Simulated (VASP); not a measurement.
# Ta in VASP: a series of runs

Ta is run at these levels: HSE06, PBE-based screened hybrid with 25 % exact exchange, optB86b-vdW; tasks: relaxation of cell and atoms, single point.

Program: VASP 6.6.1. These are calculated values, not measurements. Logs are shortened: lines on timing, memory, paths and dates and some standing lists are left out, and cuts for length are marked.

### 1 The cell of the first run

The structure is cubic, space group Im-3m (No. 229). Conventional cell: a = 3.303 Å, b = 3.303 Å, c = 3.303 Å, α = 90.00°, β = 90.00°, γ = 90.00°. Within 3.8 Å of Ta (site symmetry m-3m) lie 14 Ta at 2.86 to 3.30 Å.

### 2 Relaxation of cell and atoms, HSE06

POSCAR

```
Ta
1.0
   -1.6512800000      1.6512800000      1.6512800000
    1.6512800000     -1.6512800000      1.6512800000
    1.6512800000      1.6512800000     -1.6512800000
Ta
1
Direct
    0.0000000000      0.0000000000      0.0000000000
```

INCAR.step1

```
ALGO     = Normal         # electronic algorithm
EDIFF    = 1E-5           # SCF threshold, eV
ENCUT    = 600            # plane-wave cutoff, eV
GGA      = PE             # functional
ISMEAR   = -1             # smearing method
LASPH    = True           # aspherical terms in the spheres
LCHARG   = False          # write CHGCAR
LREAL    = False          # projectors in reciprocal space
LWAVE    = True           # write WAVECAR
NBANDS   = 12             # bands
NELM     = 100            # most SCF steps
PREC     = Accurate       # precision mode
SIGMA    = 0.05           # smearing width, eV
```

INCAR.step2

```
ALGO     = Normal         # electronic algorithm
EDIFF    = 1E-7           # SCF threshold, eV
EDIFFG   = -0.01          # ionic threshold
ENCUT    = 600            # plane-wave cutoff, eV
GGA      = PE             # functional
HFSCREEN = 0.2079         # screening, 1/A
IBRION   = 2              # ionic algorithm
ISIF     = 3              # what is computed and relaxed
ISMEAR   = -1             # smearing method
ISTART   = 1            
LASPH    = True           # aspherical terms in the spheres
LCHARG   = False          # write CHGCAR
LHFCALC  = True           # exact exchange
LREAL    = False          # projectors in reciprocal space
LWAVE    = False          # write WAVECAR
NELM     = 100            # most SCF steps
NSW      = 60             # ionic steps
PREC     = Accurate       # precision mode
PRECFOCK = Normal       
SIGMA    = 0.05           # smearing width, eV
```

KPOINTS

```
k-points
0
Gamma
  6 6 6
```

Potentials or basis: VASP PAW PBE potentials, release 64 (Ta_pv).

On the command line:

```bash
cat potpaw_PBE.64/Ta_pv/POTCAR > POTCAR
cp INCAR.step1 INCAR
mpirun -np 1 vasp_std > vasp.out
cp INCAR.step2 INCAR
mpirun -np 1 vasp_std > vasp.out
```

OUTCAR:

```text
EDIFF = 1E-7
   EDIFFG = -0.01
   ENCUT = 600
   GGA = PE
   HFSCREEN = 0.2079
   IBRION = 2
   ISIF = 3
   ISMEAR = -1
   ISTART = 1
   LASPH = True
   LHFCALC = True
   LREAL = False
   NELM = 100
   NSW = 60
   PREC = Accurate
   PRECFOCK = Normal

 ion  position               nearest neighbor table
   1  0.000  0.000  0.000-

  LATTYP: Found a body centered cubic cell.
 ALAT       =     3.3025600000

  Lattice vectors:

 A1 = (  -1.6512800000,   1.6512800000,   1.6512800000)
 A2 = (   1.6512800000,  -1.6512800000,   1.6512800000)
 A3 = (   1.6512800000,   1.6512800000,  -1.6512800000)

Analysis of symmetry for initial positions (statically):
=====================================================================
 Subroutine PRICEL returns:
 Original cell was already a primitive cell.

 Routine SETGRP: Setting up the symmetry group for a
 body centered cubic supercell.

 Subroutine GETGRP returns: Found 48 space group operations
 (whereof 48 operations were pure point group operations)
 out of a pool of 48 trial point group operations.

The static configuration has the point symmetry O_h .

Analysis of symmetry for dynamics (positions and initial velocities):
=====================================================================
 Subroutine PRICEL returns:
 Original cell was already a primitive cell.

 Routine SETGRP: Setting up the symmetry group for a
 body centered cubic supercell.

 Subroutine GETGRP returns: Found 48 space group operations
 (whereof 48 operations were pure point group operations)
 out of a pool of 48 trial point group operations.

The dynamic configuration has the point symmetry O_h .

 Subroutine INISYM returns: Found 48 space group operations
 (whereof 48 operations are pure point group operations),
 and found     1 'primitive' translations

----------------------------------------------------------------------------------------

                                     Primitive cell

  volume of cell :      18.0104

  direct lattice vectors                    reciprocal lattice vectors
    -1.651280000  1.651280000  1.651280000     0.000000000  0.302795407  0.302795407
     1.651280000 -1.651280000  1.651280000     0.302795407  0.000000000  0.302795407
     1.651280000  1.651280000 -1.651280000     0.302795407  0.302795407  0.000000000

  length of vectors
[... 69 lines left out ...]
   ENCUT  =  600.0 eV  44.10 Ry    6.64 a.u.   5.71  5.71  5.71*2*pi/ulx,y,z
   NELM   =    100;   NELMIN=  2; NELMDL=  0     # of ELM steps
   EDIFF  = 0.1E-06   stopping-criterion for ELM
   LREAL  =      F    real-space projection
   EDIFFG = -.1E-01   stopping-criterion for IOM
   NSW    =     60    number of steps for IOM
   IBRION =      2    ionic relax: 0-MD 1-quasi-New 2-CG
   NFREE  =      1    steps in history (QN), initial steepest desc. (CG)
   ISIF   =      3    stress and relaxation
   ISYM   =      3    0-nonsym 1-usesym 2-fastsym
   POTIM  = 0.5000    time-step for ionic-motion
   TEBEG  =    0.0;   TEEND  =   0.0 temperature during run
   PSTRESS=    0.0 pullay stress
   NELECT =      11.0000    total number of electrons
   NUPDOWN=      -1.0000    fix difference up-down
   EMIN   =  10.00;   EMAX   =-10.00  energy-range for DOS
   EFERMI =   0.00;   METHOD = LEGACY
   ISMEAR =    -1;   SIGMA  =   0.05  broadening in eV -4-tet -1-fermi 0-gaus
   EFERMI_NEDOS =   21; number of points for ismear=-14 and -15
   IALGO  =     38    algorithm
   IMIX   =      1    mixing-type and parameters
     AMIX     =   0.40;   BMIX     =  1.00
     AMIX_MAG =   1.60;   BMIX_MAG =  1.00
  volume/ion in A,a.u.               =      18.01       121.54
  Fermi-wavevector in a.u.,A,eV,Ry     =   1.388988  2.624806 26.249534  1.929286
  Thomas-Fermi vector in A             =   2.513061
   LORBIT       =      0    0 simple, 1 ext, 2 COOP (PROOUT), +10 PAW based schemes
   GGA     = PE    functional components
   LHFCALC =     T    Hartree Fock is set to
   PRECFOCK=normal    Normal, Fast or Accurate (Low or Medium for compatibility)
   ENCUT4O =  -1.0   cutoff for four orbital integrals eV
   NKREDX  =     1    reduce k-point grid by
   NKREDY  =     1    reduce k-point grid by
   NKREDZ  =     1    reduce k-point grid by
   AEXX    =    0.2500 exact exchange contribution
   HFSCREEN=    0.2079 screening length (either q_TF or 0.3 A-1)
   HFSCREENC=   0.2079 screening length for correlation (either q_TF or 0.3 A-1)
   ENCUTFOCK=  -1.0 apply spherical cutoff to Coloumb kernel
   IVDW    =     0    specifies the selected vdW correction
   LEPSILON=     F    determine dielectric tensor
   LRPA    =     F    only Hartree local field effects (RPA)
 conjugate gradient relaxation of ions
 non-spin polarized calculation
  energy-cutoff  :      600.00
  volume of cell :       18.01
 maximum number of plane-waves:       614
  NGX = 18; NGY = 18; NGZ = 18

--------------------------------------- Ionic step        1  -------------------------------------------

 number of electron      11.0000002 magnetization

 Free energy of the ion-electron system (eV)
  ---------------------------------------------------
  ext. energy  EPLUGINS =         0.00000000
  ---------------------------------------------------
  free energy    TOTEN  =       -13.44135756 eV

  energy without entropy =      -13.42449705  energy(sigma->0) =      -13.43292730

------------------------ aborting loop because EDIFF is reached ----------------------------------------

  FORCE on cell =-STRESS in cart. coord.  units (eV):
  Direction    XX          YY          ZZ          XY          YZ          ZX
  --------------------------------------------------------------------------------------
  -------------------------------------------------------------------------------------
  Total        0.3986344      0.3986344      0.3986344      0.0000000     -0.0000000     -0.0000000
  in kB       35.4619994     35.4619994     35.4619994      0.0000000     -0.0000000     -0.0000000
  external PRESSURE =      35.4619994 kB  Pullay stress =       0.0000000 kB
[... 57 lines left out ...]
--------------------------------------- Ionic step        3  -------------------------------------------

 number of electron      11.0000000 magnetization

 Free energy of the ion-electron system (eV)
  ---------------------------------------------------
  ext. energy  EPLUGINS =         0.00000000
  ---------------------------------------------------
  free energy    TOTEN  =       -13.44474154 eV

  energy without entropy =      -13.42864101  energy(sigma->0) =      -13.43669128

 E-fermi :   4.9814     XC(G=0): -10.2568

 val. band max:        4.9791929972   @ k =  -0.3333   0.5000   0.1667
 cond. band min:       4.9980973768   @ k =   0.3333   0.0000   0.0000
 fundamental gap:      0.0189043796
 Fermi energy:         4.9814316259

 k-point     1 :       0.0000    0.0000    0.0000
  band No.  band energies     occupation
      1     -30.4283      2.00000
      2     -30.4283      2.00000
      3     -30.4283      2.00000
      4      -3.8209      2.00000
      5       6.3178      0.00000
      6       6.3178      0.00000
      7       6.3178      0.00000
      8       9.8941      0.00000
      9       9.8941      0.00000
[... 206 lines left out ...]
  FREE ENERGIE OF THE ION-ELECTRON SYSTEM (eV)
  ---------------------------------------------------
  free  energy   TOTEN  =       -13.4447415447 eV

  energy  without entropy=      -13.4286410142  energy(sigma->0) =      -13.43669128

 reached required accuracy - stopping structural energy minimisation
```

It took 25 min on 1 thread of Intel Xeon Platinum 8488C (Sapphire Rapids), shared host; peak memory 0.27 GiB.

Results:

* Free energy: -13.4447 eV
* Relaxed volume: 18.32 Å³/atom
* Relaxed cell: a = 2.877 Å, b = 2.877 Å, c = 2.877 Å, α = 109.47°, β = 109.47°, γ = 109.47°
* Space group after relaxing (to 0.1 Å): Im-3m (No. 229)
* Energy gained by relaxing: 3.4 meV/atom
* Ionic steps: 3
* Pressure after relaxing: 0.0 GPa
* Band gap on the k mesh: zero (an odd number of electrons rules out a gap without spin polarisation)

The path:
| step | energy change (eV) | largest force (eV/Å) | pressure (GPa) | volume (Å³) |
| --- | --- | --- | --- | --- |
| 1 | 0.0000 | 0.0000 | 3.55 | 18.01 |
| 2 | 0.0154 | 0.0000 | -7.84 | 19.07 |
| 3 | -0.0034 | 0.0000 | -0.05 | 18.32 |

Final structure:
```
Ta
1.0
    -1.66079    1.66079    1.66079
     1.66079   -1.66079    1.66079
     1.66079    1.66079   -1.66079
Ta
1
Direct
  0.00000 0.00000 0.00000
```

Caveat: the k points lie up to 0.45 Å⁻¹ apart in the final cell, too coarse for converged energies and pressures of a metal; the PAW data sets were made with another functional, which shifts forces and pressure a little; spin-orbit coupling is left out, which moves the levels of the heavy elements.

### 3 Relaxation of cell and atoms, PBE-based screened hybrid with 25 % exact exchange

POSCAR is that of step 2.

INCAR.step1

```
  ALGO = Normal
  EDIFF = 1E-5
  ENCUT = 600
  GGA = PE
  ISMEAR = -1
  LASPH = True
  LCHARG = False
  LREAL = False
  LWAVE = True
  NBANDS = 12
  NELM = 80
  PREC = Accurate
  SIGMA = 0.05
```

INCAR.step2

```
  AEXX = 0.25
  ALGO = Normal
  EDIFF = 1E-6
  EDIFFG = -0.01
  ENCUT = 600
  GGA = PE
  HFSCREEN = 0.3
  IBRION = 2
  ISIF = 3
  ISMEAR = -1
  ISTART = 1
  LASPH = True
  LCHARG = False
  LHFCALC = True
  LREAL = False
  LWAVE = False
  NELM = 80
  NSW = 60
  PREC = Accurate
  PRECFOCK = Normal
  SIGMA = 0.05
```

KPOINTS is that of step 2.

Potentials or basis: VASP PAW PBE potentials, release 64 (Ta_pv).

On the command line:

```bash
cat potpaw_PBE.64/Ta_pv/POTCAR > POTCAR
cp INCAR.step1 INCAR
mpirun -np 1 vasp_std > vasp.out
cp INCAR.step2 INCAR
mpirun -np 1 vasp_std > vasp.out
```

OUTCAR:

```text
AEXX = 0.25
   EDIFF = 1E-6
   EDIFFG = -0.01
   ENCUT = 600
   GGA = PE
   HFSCREEN = 0.3
   IBRION = 2
   ISIF = 3
   ISMEAR = -1
   ISTART = 1
   LASPH = True
   LHFCALC = True
   LREAL = False
   NELM = 80
   NSW = 60
   PREC = Accurate
   PRECFOCK = Normal

 ion  position               nearest neighbor table
   1  0.000  0.000  0.000-

  LATTYP: Found a body centered cubic cell.
 ALAT       =     3.3025600000

  Lattice vectors:

 A1 = (  -1.6512800000,   1.6512800000,   1.6512800000)
 A2 = (   1.6512800000,  -1.6512800000,   1.6512800000)
 A3 = (   1.6512800000,   1.6512800000,  -1.6512800000)

Analysis of symmetry for initial positions (statically):
=====================================================================
 Subroutine PRICEL returns:
 Original cell was already a primitive cell.

 Routine SETGRP: Setting up the symmetry group for a
 body centered cubic supercell.

 Subroutine GETGRP returns: Found 48 space group operations
 (whereof 48 operations were pure point group operations)
 out of a pool of 48 trial point group operations.

The static configuration has the point symmetry O_h .

Analysis of symmetry for dynamics (positions and initial velocities):
=====================================================================
 Subroutine PRICEL returns:
 Original cell was already a primitive cell.

 Routine SETGRP: Setting up the symmetry group for a
 body centered cubic supercell.

 Subroutine GETGRP returns: Found 48 space group operations
 (whereof 48 operations were pure point group operations)
 out of a pool of 48 trial point group operations.

The dynamic configuration has the point symmetry O_h .

 Subroutine INISYM returns: Found 48 space group operations
 (whereof 48 operations are pure point group operations),
 and found     1 'primitive' translations

[... 97 lines left out ...]
   EFERMI =   0.00;   METHOD = LEGACY
   ISMEAR =    -1;   SIGMA  =   0.05  broadening in eV -4-tet -1-fermi 0-gaus
   EFERMI_NEDOS =   21; number of points for ismear=-14 and -15
   IALGO  =     38    algorithm
   IMIX   =      1    mixing-type and parameters
     AMIX     =   0.40;   BMIX     =  1.00
     AMIX_MAG =   1.60;   BMIX_MAG =  1.00
  volume/ion in A,a.u.               =      18.01       121.54
  Fermi-wavevector in a.u.,A,eV,Ry     =   1.388988  2.624806 26.249534  1.929286
  Thomas-Fermi vector in A             =   2.513061
   LORBIT       =      0    0 simple, 1 ext, 2 COOP (PROOUT), +10 PAW based schemes
   GGA     = PE    functional components
   LHFCALC =     T    Hartree Fock is set to
   PRECFOCK=normal    Normal, Fast or Accurate (Low or Medium for compatibility)
   ENCUT4O =  -1.0   cutoff for four orbital integrals eV
   NKREDX  =     1    reduce k-point grid by
   NKREDY  =     1    reduce k-point grid by
   NKREDZ  =     1    reduce k-point grid by
   AEXX    =    0.2500 exact exchange contribution
   HFSCREEN=    0.3000 screening length (either q_TF or 0.3 A-1)
   HFSCREENC=   0.3000 screening length for correlation (either q_TF or 0.3 A-1)
   ENCUTFOCK=  -1.0 apply spherical cutoff to Coloumb kernel
   IVDW    =     0    specifies the selected vdW correction
   LEPSILON=     F    determine dielectric tensor
   LRPA    =     F    only Hartree local field effects (RPA)
 conjugate gradient relaxation of ions
 non-spin polarized calculation
  energy-cutoff  :      600.00
  volume of cell :       18.01
 maximum number of plane-waves:       614
  NGX = 18; NGY = 18; NGZ = 18

--------------------------------------- Ionic step        1  -------------------------------------------

 number of electron      11.0000002 magnetization

 Free energy of the ion-electron system (eV)
  ---------------------------------------------------
  ext. energy  EPLUGINS =         0.00000000
  ---------------------------------------------------
  free energy    TOTEN  =       -13.06545379 eV

  energy without entropy =      -13.04622864  energy(sigma->0) =      -13.05584121

------------------------ aborting loop because EDIFF is reached ----------------------------------------

  FORCE on cell =-STRESS in cart. coord.  units (eV):
  Direction    XX          YY          ZZ          XY          YZ          ZX
  --------------------------------------------------------------------------------------
  -------------------------------------------------------------------------------------
  Total        0.3741183      0.3741183      0.3741183      0.0000000     -0.0000000      0.0000000
  in kB       33.2810819     33.2810819     33.2810819      0.0000000     -0.0000000      0.0000000
  external PRESSURE =      33.2810819 kB  Pullay stress =       0.0000000 kB
[... 57 lines left out ...]
--------------------------------------- Ionic step        3  -------------------------------------------

 number of electron      11.0000000 magnetization

 Free energy of the ion-electron system (eV)
  ---------------------------------------------------
  ext. energy  EPLUGINS =         0.00000000
  ---------------------------------------------------
  free energy    TOTEN  =       -13.06847758 eV

  energy without entropy =      -13.04968752  energy(sigma->0) =      -13.05908255

 E-fermi :   5.0385     XC(G=0): -10.4159

 val. band max:        5.0062428589   @ k =  -0.3333   0.5000   0.1667
 cond. band min:       5.0709006420   @ k =   0.3333   0.0000   0.0000
 fundamental gap:      0.0646577832
 Fermi energy:         5.0385435858

 k-point     1 :       0.0000    0.0000    0.0000
  band No.  band energies     occupation
      1     -30.2139      2.00000
      2     -30.2139      2.00000
      3     -30.2139      2.00000
      4      -3.5999      2.00000
      5       6.2170      0.00000
      6       6.2170      0.00000
      7       6.2170      0.00000
      8       9.7696      0.00000
      9       9.7696      0.00000
[... 206 lines left out ...]
  FREE ENERGIE OF THE ION-ELECTRON SYSTEM (eV)
  ---------------------------------------------------
  free  energy   TOTEN  =       -13.0684775821 eV

  energy  without entropy=      -13.0496875194  energy(sigma->0) =      -13.05908255

 reached required accuracy - stopping structural energy minimisation
```

OSZICAR.step1:

```text
N       E                     dE             d eps       ncg     rms          rms(c)
DAV:   1     0.667416820831E+02    0.66742E+02   -0.67517E+03   384   0.986E+02
DAV:   2    -0.111073553371E+02   -0.77849E+02   -0.76073E+02   452   0.260E+02
DAV:   3    -0.122212164547E+02   -0.11139E+01   -0.11035E+01   440   0.292E+01
DAV:   4    -0.122242587719E+02   -0.30423E-02   -0.30421E-02   452   0.171E+00
DAV:   5    -0.122242705574E+02   -0.11785E-04   -0.11785E-04   436   0.950E-02    0.133E+01
DAV:   6    -0.118528055060E+02    0.37147E+00   -0.29377E-01   448   0.592E+00    0.646E+00
DAV:   7    -0.117408728044E+02    0.11193E+00   -0.28024E-01   420   0.529E+00    0.376E-01
DAV:   8    -0.117395527442E+02    0.13201E-02   -0.61041E-03   440   0.834E-01    0.307E-01
DAV:   9    -0.117393980005E+02    0.15474E-03   -0.34989E-04   436   0.201E-01    0.299E-02
DAV:  10    -0.117393907592E+02    0.72413E-05   -0.11555E-05   304   0.277E-02
   1 F= -.11739391E+02 E0= -.11725754E+02  d E =-.272728E-01
```

It took 21 min on 1 thread of Intel Xeon Platinum 8488C (Sapphire Rapids), shared host; peak memory 0.26 GiB.

Results:

| Quantity | Value |
| --- | --- |
| Free energy | -13.0685 eV |
| Relaxed volume | 18.31 Å³/atom |
| Relaxed cell | a = 2.876 Å, b = 2.876 Å, c = 2.876 Å, α = 109.47°, β = 109.47°, γ = 109.47° |
| Space group after relaxing (to 0.1 Å) | Im-3m (No. 229) |
| Energy gained by relaxing | 3.0 meV/atom |
| Ionic steps | 3 |
| Pressure after relaxing | 0.0 GPa |
| Band gap on the k mesh | zero (an odd number of electrons rules out a gap without spin polarisation) |

The path:
| step | energy change (eV) | largest force (eV/Å) | pressure (GPa) | volume (Å³) |
| --- | --- | --- | --- | --- |
| 1 | 0.0000 | 0.0000 | 3.33 | 18.01 |
| 2 | 0.0128 | 0.0000 | -7.08 | 19.00 |
| 3 | -0.0030 | 0.0000 | -0.05 | 18.31 |

Final structure:
```xyz
1
Lattice="-1.6603 1.6603 1.6603 1.6603 -1.6603 1.6603 1.6603 1.6603 -1.6603" Properties=species:S:1:pos:R:3 pbc="T T T"
Ta    0.0000    0.0000    0.0000
```

Levels at points of the mesh, in eV from the Fermi level:
```tsv
k point	band 1	band 2	band 3	band 4	band 5	band 6	band 7	band 8	band 9
(0.00, 0.00, 0.00)	-35.25	-35.25	-35.25	-8.64	1.18	1.18	1.18	4.73	4.73
(0.50, 0.00, 0.00)	-36.50	-35.64	-35.25	-4.65	-1.48	1.48	4.58	5.63	8.51
(0.50, 0.50, 0.50)	-36.10	-36.10	-36.10	-3.98	-3.98	7.51	7.51	7.51	9.21
```

Caveat: the k points lie up to 0.45 Å⁻¹ apart in the final cell, too coarse for converged energies and pressures of a metal; the PAW data sets were made with another functional, which shifts forces and pressure a little; spin-orbit coupling is left out, which moves the levels of the heavy elements. Zero-point motion and thermal expansion aren't in these numbers.

[end of part 1 of 2]
